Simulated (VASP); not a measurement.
# AlZn2 (Fd-3m) in VASP: further runs

The runs below take AlZn2 through single point, relaxation of cell and atoms, with PBE.

Program: VASP 6.6.1. These are calculated values, not measurements. Logs are shortened: lines on timing, memory, paths and dates and some standing lists are left out, and cuts for length are marked.

### 1 The cell of the first run

The structure is cubic, space group Fd-3m (No. 227). The conventional cell has a = 7.037 Å, b = 7.037 Å, c = 7.037 Å, α = 90.00°, β = 90.00°, γ = 90.00°. Within 3.8 Å of Al (site symmetry -43m) lie 12 Zn at 2.92 Å and 4 Al at 3.05 Å. Within 3.3 Å of Zn (site symmetry -3m) lie 6 Zn at 2.49 Å and 6 Al at 2.92 Å.

### 2 Single point, PBE

The input, INCAR:

```
SYSTEM = AlZn2
PREC     = Accurate       ! precision mode
ENCUT    = 520            ! plane-wave cutoff, eV
EDIFF    = 1E-7           ! SCF threshold, eV
ISMEAR   = 0              ! smearing method
SIGMA    = 0.1            ! smearing width, eV
LREAL    = .FALSE.        ! projectors in reciprocal space
LASPH    = .TRUE.         ! aspherical terms in the spheres
NELM     = 80             ! most SCF steps
ALGO     = Fast           ! electronic algorithm
ISIF     = 2              ! what is computed and relaxed
LWAVE    = .FALSE.        ! write WAVECAR
LCHARG   = .TRUE.         ! write CHGCAR
GGA      = PE             ! functional
LELF     = .TRUE.         ! ELF
LVHAR    = .TRUE.       
NBANDS   = 36             ! bands
```

The input, KPOINTS:

```
regular mesh
0
G
  4 4 4
  0 0 0
```

The input, POSCAR:

```
AlZn2
1.0
    0.0000000000      3.5185043070      3.5185043070
    3.5185043070      0.0000000000      3.5185043070
    3.5185043070      3.5185043070      0.0000000000
Al Zn
2 4
Direct
    0.0000000000      0.0000000000      0.0000000000
    0.2500000000      0.2500000000      0.2500000000
    0.6250000000      0.6250000000      0.6250000000
    0.1250000000      0.6250000000      0.6250000000
    0.6250000000      0.6250000000      0.1250000000
    0.6250000000      0.1250000000      0.6250000000
```

Potentials or basis: VASP PAW PBE potentials, release 64 (Al, Zn).

The run is started by

```
> cat potpaw_PBE.64/Al/POTCAR potpaw_PBE.64/Zn/POTCAR > POTCAR
> mpirun -np 1 vasp_std > vasp.out
```

OUTCAR:

```text
SYSTEM = AlZn2
   PREC = Accurate
   ENCUT = 520
   EDIFF = 1E-7
   ISMEAR = 0
   LREAL = .FALSE.
   LASPH = .TRUE.
   NELM = 80
   ISIF = 2
   GGA = PE

 ion  position               nearest neighbor table
   1  0.000  0.000  0.000-   3 2.92   5 2.92   6 2.92   3 2.92   4 2.92   5 2.92   3 2.92   4 2.92
                             6 2.92   4 2.92   5 2.92   6 2.92   2 3.05   2 3.05   2 3.05   2 3.05
   2  0.250  0.250  0.250-   4 2.92   5 2.92   6 2.92   3 2.92   4 2.92   6 2.92   3 2.92   4 2.92
                             5 2.92   3 2.92   5 2.92   6 2.92   1 3.05   1 3.05   1 3.05   1 3.05
   3  0.625  0.625  0.625-   4 2.49   5 2.49   6 2.49   5 2.49   6 2.49   4 2.49   1 2.92   2 2.92
                             1 2.92   2 2.92   1 2.92   2 2.92
   4  0.125  0.625  0.625-   3 2.49   5 2.49   6 2.49   3 2.49   5 2.49   6 2.49   2 2.92   1 2.92
                             1 2.92   2 2.92   2 2.92   1 2.92
   5  0.625  0.625  0.125-   3 2.49   3 2.49   4 2.49   6 2.49   6 2.49   4 2.49   1 2.92   2 2.92
                             1 2.92   2 2.92   1 2.92   2 2.92
   6  0.625  0.125  0.625-   3 2.49   5 2.49   3 2.49   4 2.49   5 2.49   4 2.49   2 2.92   1 2.92
                             2 2.92   2 2.92   1 2.92   1 2.92

  LATTYP: Found a face centered cubic cell.
 ALAT       =     7.0370086140

  Lattice vectors:

 A1 = (   0.0000000000,   3.5185043070,   3.5185043070)
 A2 = (   3.5185043070,   0.0000000000,   3.5185043070)
 A3 = (   3.5185043070,   3.5185043070,   0.0000000000)

Analysis of symmetry for initial positions (statically):
=====================================================================
 Subroutine PRICEL returns:
 Original cell was already a primitive cell.

 Routine SETGRP: Setting up the symmetry group for a
 face centered cubic supercell.

 Subroutine GETGRP returns: Found 48 space group operations
 (whereof 24 operations were pure point group operations)
 out of a pool of 48 trial point group operations.

The static configuration has the point symmetry T_d .
 The point group associated with its full space group is O_h .

Analysis of symmetry for dynamics (positions and initial velocities):
=====================================================================
 Subroutine PRICEL returns:
 Original cell was already a primitive cell.

 Routine SETGRP: Setting up the symmetry group for a
 face centered cubic supercell.

 Subroutine GETGRP returns: Found 48 space group operations
 (whereof 24 operations were pure point group operations)
 out of a pool of 48 trial point group operations.

The dynamic configuration has the point symmetry T_d .
 The point group associated with its full space group is O_h .

 Subroutine INISYM returns: Found 48 space group operations
 (whereof 24 operations are pure point group operations),
 and found     1 'primitive' translations

----------------------------------------------------------------------------------------

                                     Primitive cell

  volume of cell :      87.1173

  direct lattice vectors                    reciprocal lattice vectors
     0.000000000  3.518504307  3.518504307    -0.142105837  0.142105837  0.142105837
     3.518504307  0.000000000  3.518504307     0.142105837 -0.142105837  0.142105837
     3.518504307  3.518504307  0.000000000     0.142105837  0.142105837 -0.142105837

  length of vectors
     4.975916510  4.975916510  4.975916510     0.246134530  0.246134530  0.246134530

  position of ions in fractional coordinates (direct lattice)
     0.000000000  0.000000000  0.000000000
     0.250000000  0.250000000  0.250000000
     0.625000000  0.625000000  0.625000000
     0.125000000  0.625000000  0.625000000
     0.625000000  0.625000000  0.125000000
     0.625000000  0.125000000  0.625000000

  ion indices of the primitive-cell ions
   primitive index   ion index
                 1           1
                 2           2
                 3           3
                 4           4
                 5           5
                 6           6

[... 49 lines left out ...]
  Thomas-Fermi vector in A             =   2.519259
   LORBIT       =      0    0 simple, 1 ext, 2 COOP (PROOUT), +10 PAW based schemes
   GGA     = PE    functional components
   LHFCALC =     F    Hartree Fock is set to
   AEXX    =    0.0000 exact exchange contribution
   IVDW    =     0    specifies the selected vdW correction
   LEPSILON=     F    determine dielectric tensor
   LRPA    =     F    only Hartree local field effects (RPA)
 non-spin polarized calculation
 RMM-DIIS sequential band-by-band and
 Gauss-broadening in eV      SIGMA  =   0.10
  energy-cutoff  :      520.00
  volume of cell :       87.12
 maximum number of plane-waves:      2397
 NGX is ok and might be reduce to    40
   NGX = 19   NGY = 19   NGZ = 19

 number of electron      53.9999942 magnetization

 Free energy of the ion-electron system (eV)
  ---------------------------------------------------
  ext. energy  EPLUGINS =         0.00000000
  ---------------------------------------------------
  free energy    TOTEN  =       -10.80752820 eV

  energy without entropy =      -10.79310472  energy(sigma->0) =      -10.80031646

 E-fermi :   6.0033     XC(G=0): -11.4232

 val. band max:        5.9116180515   @ k =  -0.2500   0.2500   0.0000
 cond. band min:       6.0983098574   @ k =  -0.2500   0.2500   0.0000
 fundamental gap:      0.1866918059
 Fermi energy:         6.0032716564

 k-point     1 :       0.0000    0.0000    0.0000
  band No.  band energies     occupation
      1      -5.8703      2.00000
      2      -3.8388      2.00000
      3      -3.2807      2.00000
      4      -3.2807      2.00000
      5      -3.2807      2.00000
      6      -2.9493      2.00000
[... 28 lines left out ...]
     35       7.9008      0.00000
     36      16.3144      0.00000

 k-point     2 :       0.2500    0.0000    0.0000
  band No.  band energies     occupation
      1      -5.3210      2.00000
      2      -3.6712      2.00000
      3      -3.2376      2.00000
      4      -3.1622      2.00000
      5      -3.1622      2.00000
      6      -2.8942      2.00000
[... 28 lines left out ...]
     35      10.6504      0.00000
     36      13.0156      0.00000
[... 193 lines left out ...]
     35      12.3007      0.00000
     36      12.3015      0.00000

 k-point     8 :      -0.2500    0.5000    0.2500
  band No.  band energies     occupation
      1      -3.3956      2.00000
      2      -3.3956      2.00000
      3      -3.0244      2.00000
      4      -3.0244      2.00000
      5      -2.8387      2.00000
      6      -2.8387      2.00000
[... 28 lines left out ...]
     35      11.1430      0.00000
     36      11.1430      0.00000

------------------------ aborting loop because EDIFF is reached ----------------------------------------

  FORCE on cell =-STRESS in cart. coord.  units (eV):
  Direction    XX          YY          ZZ          XY          YZ          ZX
  --------------------------------------------------------------------------------------
  -------------------------------------------------------------------------------------
  Total        5.1286877      5.1286877      5.1286877      0.0000000      0.0000000     -0.0000000
  in kB       94.3219092     94.3219092     94.3219092      0.0000000      0.0000000     -0.0000000
  external PRESSURE =      94.3219092 kB  Pullay stress =       0.0000000 kB

 VOLUME and BASIS-vectors are now :
 -----------------------------------------------------------------------------
  energy-cutoff  :      520.00
  volume of cell :       87.12
      direct lattice vectors                 reciprocal lattice vectors
     0.000000000  3.518504307  3.518504307    -0.142105837  0.142105837  0.142105837
     3.518504307  0.000000000  3.518504307     0.142105837 -0.142105837  0.142105837
     3.518504307  3.518504307  0.000000000     0.142105837  0.142105837 -0.142105837

 POSITION                                       TOTAL-FORCE (eV/Angst)
 -----------------------------------------------------------------------------------
      0.00000      0.00000      0.00000         0.000000      0.000000      0.000000
      1.75925      1.75925      1.75925        -0.000000     -0.000000     -0.000000
      4.39813      4.39813      4.39813        -0.000000      0.000000      0.000000
      4.39813      2.63888      2.63888        -0.000000      0.000000      0.000000
      2.63888      2.63888      4.39813        -0.000000      0.000000      0.000000
      2.63888      4.39813      2.63888        -0.000000      0.000000      0.000000
 -----------------------------------------------------------------------------------
    total drift:                                0.000000      0.000000      0.000000

  FREE ENERGIE OF THE ION-ELECTRON SYSTEM (eV)
  ---------------------------------------------------
  free  energy   TOTEN  =       -10.8075281985 eV

  energy  without entropy=      -10.7931047151  energy(sigma->0) =      -10.80031646
```

Run time: 31 s. Hardware: 1 thread of AMD EPYC 9R45 (Zen 5), shared host; peak memory 0.2 GiB.

Results:

```
Free energy            : -10.8075 eV
Pressure               : 9.4 GPa
Band gap on the k mesh : zero (bands 27 and 28 overlap by 5.69 eV)
```

Caveat: the k points lie up to 0.39 Å⁻¹ apart, too coarse for converged energies and pressures of a metal.

### 3 Single point, PBE

This run uses another cell than the first one, of 16.09 Å³/atom.

The input, INCAR:

```
SYSTEM = AlZn2
PREC = Accurate ; ENCUT = 520
EDIFF = 1E-6 ; ISMEAR = 0
SIGMA = 0.1 ; LREAL = .FALSE.
LASPH = .TRUE. ; NELM = 80
ALGO = Normal ; ISIF = 2
LWAVE = .FALSE. ; LCHARG = .TRUE.
GGA = PE ; LELF = .TRUE.
LVHAR = .TRUE. ; NBANDS = 36
```

The input, KPOINTS:

```
Automatic mesh
0
G
  4 4 4
  0 0 0
```

POSCAR: that of step 2 with these lines changed.

```diff
@@ -2,5 +2,5 @@
 1.0
-    0.0000000000      3.5185043070      3.5185043070
-    3.5185043070      0.0000000000      3.5185043070
-    3.5185043070      3.5185043070      0.0000000000
+    0.0000000000      3.6411385407      3.6411385407
+    3.6411385407      0.0000000000      3.6411385407
+    3.6411385407      3.6411385407      0.0000000000
 Al Zn
```

Potentials or basis: VASP PAW PBE potentials, release 64 (Al, Zn).

The run is started by

```
> cat potpaw_PBE.64/Al/POTCAR potpaw_PBE.64/Zn/POTCAR > POTCAR
> mpirun -np 1 vasp_std > vasp.out
```

It took 22 s on 1 thread of AMD EPYC 9R45 (Zen 5), shared host; peak memory 0.21 GiB.

It converged, with:

* Free energy: -11.0718 eV
* Pressure: 0.2 GPa
* Band gap on the k mesh: zero (bands 27 and 28 overlap by 5.45 eV)

Levels at points of the mesh, in eV from the Fermi level:
```tsv
k point	band 24	band 25	band 26	band 27	band 28	band 29	band 30	band 31	band 32	band 33
(0.00, 0.00, 0.00)	-2.38	-2.38	-1.41	-0.99	-0.99	-0.99	0.14	0.59	0.59	1.72
(0.50, 0.00, 0.00)	-2.62	-2.62	-2.09	-2.09	-2.06	2.74	2.86	2.86	2.99	3.64
(0.50, 0.50, 0.00)	-4.69	-4.42	-4.42	3.40	3.40	3.85	3.85	3.89	3.89	3.97
```

Caveat: the k points lie up to 0.37 Å⁻¹ apart, too coarse for converged energies and pressures of a metal.

### 4 Relaxation of cell and atoms, PBE

The input, INCAR:

```
SYSTEM = AlZn2
PREC = Accurate ; ENCUT = 600
EDIFF = 1E-7 ; ISMEAR = 0
SIGMA = 0.1 ; LREAL = .False.
LASPH = .True. ; NELM = 60
ALGO = Normal ; ISIF = 3
LWAVE = .False. ; LCHARG = .False.
GGA = PE ; IBRION = 2
NSW = 90 ; EDIFFG = -0.04
```

The input, KPOINTS:

```
Automatic mesh
0
Gamma
  4 4 4
  0 0 0
```

POSCAR: that of step 3 with these lines changed.

```diff
@@ -2,5 +2,5 @@
 1.0
-    0.0000000000      3.6411385407      3.6411385407
-    3.6411385407      0.0000000000      3.6411385407
-    3.6411385407      3.6411385407      0.0000000000
+    0.0000000000      3.5185043070      3.5185043070
+    3.5185043070      0.0000000000      3.5185043070
+    3.5185043070      3.5185043070      0.0000000000
 Al Zn
```

The run is started by

```
> cat potpaw_PBE.64/Al/POTCAR potpaw_PBE.64/Zn/POTCAR > POTCAR
> mpirun -np 1 vasp_std > vasp.out
```

It took 64 s on 1 thread of AMD EPYC 9R45 (Zen 5), shared host; peak memory 0.21 GiB.

Results (log left out):

```yaml
Free_energy: -11.0688 eV
Relaxed_volume: 16.13 Å³/atom
Relaxed_cell: a = 5.154 Å, b = 5.154 Å, c = 5.154 Å, α = 60.00°, β = 60.00°, γ = 60.00°
Space_group_after_relaxing_to_0.1_Å: Fd-3m (No. 227)
Energy_gained_by_relaxing: 43.7 meV/atom
Ionic_steps: 3
Pressure_after_relaxing: 0.0 GPa
Band_gap_on_the_k_mesh: zero (bands 27 and 28 overlap by 5.45 eV)
```

The path:
| step | energy change (eV) | largest force (eV/Å) | pressure (GPa) | volume (Å³) |
| --- | --- | --- | --- | --- |
| 1 | 0.0000 | 0.0000 | 9.61 | 87.12 |
| 2 | -0.2557 | 0.0000 | -1.14 | 98.57 |
| 3 | -0.2622 | 0.0000 | 0.03 | 96.81 |

Final structure:
```yaml
crystal:
  lattice:
    - [0.00000, 3.64439, 3.64439]
    - [3.64439, 0.00000, 3.64439]
    - [3.64439, 3.64439, 0.00000]
  atoms:
    - { symbol: Al, position: [0.00000, 0.00000, 0.00000] }
    - { symbol: Al, position: [0.25000, 0.25000, 0.25000] }
    - { symbol: Zn, position: [0.62500, 0.62500, 0.62500] }
    - { symbol: Zn, position: [0.12500, 0.62500, 0.62500] }
    - { symbol: Zn, position: [0.62500, 0.62500, 0.12500] }
    - { symbol: Zn, position: [0.62500, 0.12500, 0.62500] }
```

Levels at points of the mesh, in eV from the Fermi level:
```
           k point  band 25  band 26  band 27  band 28  band 29  band 30  band 31  band 32
(0.00, 0.00, 0.00)    -2.37    -1.41    -0.98    -0.98    -0.98     0.13     0.60     0.60
(0.50, 0.00, 0.00)    -2.60    -2.08    -2.08    -2.06     2.73     2.87     2.87     2.99
(0.50, 0.50, 0.00)    -4.41    -4.41     3.39     3.39     3.85     3.85     3.89     3.89
```

Caveat: the k points lie up to 0.37 Å⁻¹ apart in the final cell, too coarse for converged energies and pressures of a metal.

### 5 Single point, PBE

This run uses another cell than the first one, of 16.13 Å³/atom.

The input, INCAR:

```
PREC = Accurate
ENCUT = 520
EDIFF = 1E-6
ISMEAR = 0
SIGMA = 0.1
LREAL = F
LASPH = T
NELM = 80
ALGO = Fast
ISIF = 2
LWAVE = F
LCHARG = T
GGA = PE
LELF = T
LVHAR = T
NBANDS = 36
```

The input, KPOINTS:

```
regular mesh
0
Gamma
  10 10 10
```

The input, POSCAR:

```
AlZn2
1.0
    0.0000000000      3.6443500576      3.6443500576
    3.6443500576      0.0000000000      3.6443500576
    3.6443500576      3.6443500576      0.0000000000
Al Zn
2 4
Direct
    0.5000000000      0.5000000000      0.5000000000
    0.7500000000      0.7500000000      0.7500000000
    0.1250000000      0.1250000000      0.1250000000
    0.6250000000      0.1250000000      0.1250000000
    0.1250000000      0.1250000000      0.6250000000
    0.1250000000      0.6250000000      0.1250000000
```

The run is started by

```
> cat potpaw_PBE.64/Al/POTCAR potpaw_PBE.64/Zn/POTCAR > POTCAR
> mpirun -np 1 vasp_std > vasp.out
```

Wall time 2.5 min (1 thread of AMD EPYC 9R45 (Zen 5), shared host); peak memory 0.28 GiB.

It converged, with:

| Quantity | Value |
| --- | --- |
| Free energy | -11.2311 eV |
| Pressure | 0.1 GPa |
| Band gap on the k mesh | zero (bands 27 and 28 overlap by 5.45 eV) |

Levels at points of the mesh, in eV from the Fermi level:
```tsv
k point	band 24	band 25	band 26	band 27	band 28	band 29	band 30	band 31
(0.00, 0.00, 0.00)	-2.22	-2.22	-1.26	-0.83	-0.83	-0.83	0.27	0.75
(0.50, 0.00, 0.00)	-2.45	-2.45	-1.93	-1.93	-1.91	2.88	3.02	3.02
(0.50, 0.50, 0.00)	-4.53	-4.25	-4.25	3.54	3.54	4.00	4.00	4.04
```

### 6 Relaxation of cell and atoms, PBE

This run uses another cell than the first one, of 16.09 Å³/atom.

The input, INCAR:

```
  PREC = Accurate
  ENCUT = 600
  EDIFF = 1E-6
  ISMEAR = 0
  SIGMA = 0.1
  LREAL = False
  LASPH = True
  NELM = 80
  ALGO = Fast
  ISIF = 3
  LWAVE = False
  LCHARG = False
  GGA = PE
  IBRION = 2
  NSW = 100
  EDIFFG = -0.01
```

KPOINTS is that of step 5.

POSCAR: that of step 5 with these lines changed.

```diff
@@ -2,5 +2,5 @@
 1.0
-    0.0000000000      3.6443500576      3.6443500576
-    3.6443500576      0.0000000000      3.6443500576
-    3.6443500576      3.6443500576      0.0000000000
+    0.0000000000      3.6411385407      3.6411385407
+    3.6411385407      0.0000000000      3.6411385407
+    3.6411385407      3.6411385407      0.0000000000
 Al Zn
```

Potentials or basis: VASP PAW PBE potentials, release 64 (Al, Zn).

The run is started by

```
> cat potpaw_PBE.64/Al/POTCAR potpaw_PBE.64/Zn/POTCAR > POTCAR
> mpirun -np 1 vasp_std > vasp.out
```

It took 4 min on 1 thread of AMD EPYC 9R45 (Zen 5), shared host; peak memory 0.32 GiB.

The run converged. Its results:

```yaml
Free_energy: -11.2301 eV
Relaxed_volume: 16.17 Å³/atom
Relaxed_cell: a = 5.157 Å, b = 5.157 Å, c = 5.157 Å, α = 60.00°, β = 60.00°, γ = 60.00°
Space_group_after_relaxing_to_0.1_Å: Fd-3m (No. 227)
Energy_gained_by_relaxing: 0.1 meV/atom
Ionic_steps: 2
Pressure_after_relaxing: 0.1 GPa
Band_gap_on_the_k_mesh: zero (bands 27 and 28 overlap by 5.45 eV)
```

Step by step:
```csv
step,energy change (eV),largest force (eV/Å),pressure (GPa),volume (Å³)
1,0.0000,0.0000,0.32,96.55
2,-0.0005,0.0000,0.07,97.00
```

Final structure:
```
Al Zn
1.0
     0.00000    3.64679    3.64679
     3.64679    0.00000    3.64679
     3.64679    3.64679    0.00000
Al Zn
2 4
Direct
  0.50000 0.50000 0.50000
  0.75000 0.75000 0.75000
  0.12500 0.12500 0.12500
  0.62500 0.12500 0.12500
  0.12500 0.12500 0.62500
  0.12500 0.62500 0.12500
```

Levels at points of the mesh, in eV from the Fermi level:
| k point | band 23 | band 24 | band 25 | band 26 | band 27 | band 28 | band 29 | band 30 | band 31 | band 32 |
| --- | --- | --- | --- | --- | --- | --- | --- | --- | --- | --- |
| (0.00, 0.00, 0.00) | -2.21 | -2.21 | -2.21 | -1.27 | -0.83 | -0.83 | -0.83 | 0.27 | 0.76 | 0.76 |
| (0.50, 0.00, 0.00) | -3.33 | -2.45 | -2.45 | -1.92 | -1.92 | -1.92 | 2.87 | 3.02 | 3.02 | 3.13 |
| (0.50, 0.50, 0.00) | -4.52 | -4.52 | -4.25 | -4.25 | 3.53 | 3.53 | 3.99 | 4.00 | 4.03 | 4.03 |

### 7 Summary

```tsv
task	cell	k mesh	cutoff (eV)	gap on the mesh (eV)	pressure (GPa)	relaxed volume (Å³/atom)
single point	a = 4.976 Å, angles 60.0°, 6 atoms	4 × 4 × 4	520	none	9.4	-
single point	a = 5.149 Å, angles 60.0°, 6 atoms	4 × 4 × 4	520	none	0.2	-
relaxation of cell and atoms	relaxed from a = 4.976 Å, angles 60.0°, 6 atoms	4 × 4 × 4	600	none	0.0	16.13
single point	a = 5.154 Å, angles 60.0°, 6 atoms	10 × 10 × 10	520	none	0.1	-
relaxation of cell and atoms	relaxed from a = 5.149 Å, angles 60.0°, 6 atoms	10 × 10 × 10	600	none	0.1	16.17
```

Alike in all rows: level PBE; potentials or basis VASP PAW PBE potentials, release 64 (Al, Zn); no spin polarisation; smearing gaussian 0.1 eV.

Caveats: some runs use coarse meshes.

Absolute energies hang on the potentials; compare differences alone.
